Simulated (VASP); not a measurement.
Sn: single point with PBE

The system is Sn.

```
Sn
1.0
    -2.96880    2.96880    1.61248
     2.96880   -2.96880    1.61248
     2.96880    2.96880   -1.61248
Sn
2
Direct
  0.00000 0.00000 0.00000
  0.75000 0.25000 0.50000
```

| Item | Value |
| --- | --- |
| Program | VASP 6.6.1 |
| Task | single point |
| Functional | PBE |
| Potentials or basis | VASP PAW PBE potentials, release 64 (Sn_d) |
| Cutoff | 500 eV |
| k mesh | 12 × 12 × 12 |
| Occupations | fermi-dirac, width 0.1 eV |
| Spin | no spin polarisation |
| Dipole correction | no |
| Further INCAR settings | ALGO = Normal; EDIFF = 1e-06; NBANDS = 21 |

```json
{"Pressure": "0.0 GPa", "Band gap on the k mesh": "zero (bands 14 and 15 overlap by 3.92 eV)"}
```

Levels at points of the mesh, in eV from the Fermi level:
| k point | band 10 | band 11 | band 12 | band 13 | band 14 | band 15 | band 16 | band 17 | band 18 | band 19 |
| --- | --- | --- | --- | --- | --- | --- | --- | --- | --- | --- |
| (0.00, 0.00, 0.00) | -21.16 | -10.79 | -3.79 | -1.86 | -1.86 | 3.04 | 5.98 | 5.98 | 6.58 | 6.68 |
| (0.50, 0.00, 0.00) | -21.21 | -6.81 | -5.24 | -2.33 | -1.60 | -1.04 | 2.30 | 2.74 | 4.46 | 7.05 |
| (0.50, 0.50, 0.00) | -21.27 | -8.65 | -8.65 | 0.59 | 0.59 | 1.48 | 1.48 | 5.87 | 5.87 | 9.36 |
| (0.50, 0.50, 0.50) | -21.33 | -7.44 | -7.44 | -4.54 | -4.54 | 4.94 | 4.94 | 8.91 | 8.91 | 12.37 |

Wall time 3.6 min on 1 thread of Oxide Virtual Turin-like Processor (shared host), peak memory 0.26 GiB.

Caveat: spin-orbit coupling is left out, which moves the levels of the heavy elements.
